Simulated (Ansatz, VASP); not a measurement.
# MgB2 in VASP and in Ansatz

The input INCAR:

```
PREC     = Accurate       # precision mode
ENCUT    = 600            # plane-wave cutoff, eV
EDIFF    = 1E-6           # SCF threshold, eV
ISMEAR   = 0              # smearing method
SIGMA    = 0.1            # smearing width, eV
LREAL    = F              # projectors in reciprocal space
LASPH    = T              # aspherical terms in the spheres
NELM     = 80             # most SCF steps
ALGO     = Normal         # electronic algorithm
ISIF     = 3              # what is computed and relaxed
LWAVE    = F              # write WAVECAR
LCHARG   = F              # write CHGCAR
GGA      = PE             # functional
IBRION   = 2              # ionic algorithm
NSW      = 100            # ionic steps
EDIFFG   = -0.01          # ionic threshold
```

File KPOINTS:

```
Automatic mesh
0
Gamma
  18 18 18
```

File POSCAR:

```
MgB2
1.0
    1.5195789653      0.8773293247      4.1741408653
   -1.5195789653      0.8773293247      4.1741408653
    0.0000000000     -1.7546586494      4.1741408653
Mg B
1 2
Direct
    0.0000000000      0.0000000000      0.0000000000
    0.8212803147      0.8212803147      0.8212803147
    0.1787196853      0.1787196853      0.1787196853
```

Input for Ansatz:

```yaml
crystal:
  lattice:
    - [1.5195789653, 0.8773293247, 4.1741408653]
    - [-1.5195789653, 0.8773293247, 4.1741408653]
    - [0.0, -1.7546586494, 4.1741408653]
  atoms:
    - { symbol: Mg, position: [0.0, 0.0, 0.0] }
    - { symbol: B, position: [0.8212803147, 0.8212803147, 0.8212803147] }
    - { symbol: B, position: [0.1787196853, 0.1787196853, 0.1787196853] }
basis:
  ecutwfc: 420
kpoints:
  mp_grid: { grid: [18, 18, 18] }
hamiltonian:
  xc: pbe
scf:
  occupations: { method: gaussian, width: 0.1 }
output:
  forces: true
  stress: true
  eigenvalues: true
relax:
  adjacent_minimum: "off"
  f_tol: 0.01
  max_steps: 80
  cell: { stress_tol: 0.05 }
```

Alike in both runs: task relaxation of cell and atoms; functional PBE; k mesh 18 × 18 × 18; occupations gaussian, width 0.1 eV; no spin polarisation.

|  | VASP | Ansatz |
| --- | --- | --- |
| version | VASP 6.6.1 | Ansatz 0.2.0 |
| potentials or method | VASP PAW PBE potentials, release 64 (Mg, B), cutoff 600 eV | scalar-relativistic, plane waves, PAW |
| valence electrons in the cell | 8 | 16 |

```csv
,VASP,Ansatz,Ansatz less VASP
"gap on the k mesh at the Fermi level, each at its own relaxed structure (eV)",none,none,-
relaxed volume (Å³/atom),11.12,11.12,+0.006
relaxed cell length with the largest relative difference (Å),4.507,4.508,+0.0011
```

A gap of «none» marks a metal or a gap that the smearing closes. VASP's potentials hold 8 valence electrons a cell and Ansatz's 16, so a difference there can come from the potentials and not from the codes.
